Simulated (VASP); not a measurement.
SiB6:

```
Si B
1.0
     4.13000    0.00000    0.00000
     0.00000    4.13000    0.00000
     0.00000    0.00000    4.13000
Si B
1 6
Direct
  0.00000 0.00000 0.00000
  0.21000 0.50000 0.50000
  0.50000 0.21000 0.50000
  0.79000 0.50000 0.50000
  0.50000 0.79000 0.50000
  0.50000 0.50000 0.21000
  0.50000 0.50000 0.79000
```

| Quantity | Value |
| --- | --- |
| Program | VASP 6.6.1 |
| Task | relaxation of cell and atoms |
| Functional | PBE |
| Potentials or basis | VASP PAW PBE potentials, release 64 (Si, B) |
| Cutoff | 600 eV |
| k mesh | 4 × 4 × 4 |
| Occupations | gaussian, width 0.1 eV |
| Spin | no spin polarisation |

At the start: pressure 3.9 GPa; volume 10.06 Å³/atom.

Question: Where does the relaxation end?

Answer: Over 6 steps the energy falls by 45.1 meV/atom and the volume is 10.07 Å³/atom (+0.1 %); space group Pm-3m (No. 221, to 0.1 Å) before and after.

The path:
```tsv
step	energy change (eV)	largest force (eV/Å)	pressure (GPa)	volume (Å³)
1	0.0000	2.6295	3.91	70.45
2	1.2144	5.8964	-2.09	72.98
3	-0.3127	0.1005	-1.40	71.24
4	-0.3135	0.0186	-1.24	71.20
5	-0.3134	0.0671	-1.18	71.19
6	-0.3158	0.0079	0.21	70.50
```

Final structure:
```cif
data_structure
_symmetry_space_group_name_H-M 'P 1'
_symmetry_Int_Tables_number 1
_cell_length_a 4.1311
_cell_length_b 4.1311
_cell_length_c 4.1311
_cell_angle_alpha 90.000
_cell_angle_beta 90.000
_cell_angle_gamma 90.000
_cell_volume 70.50
loop_
_atom_site_label
_atom_site_type_symbol
_atom_site_fract_x
_atom_site_fract_y
_atom_site_fract_z
_atom_site_occupancy
Si1 Si 0.00000 0.00000 0.00000 1
B1 B 0.20032 0.50000 0.50000 1
B2 B 0.50000 0.20032 0.50000 1
B3 B 0.79968 0.50000 0.50000 1
B4 B 0.50000 0.79968 0.50000 1
B5 B 0.50000 0.50000 0.20032 1
B6 B 0.50000 0.50000 0.79968 1
```
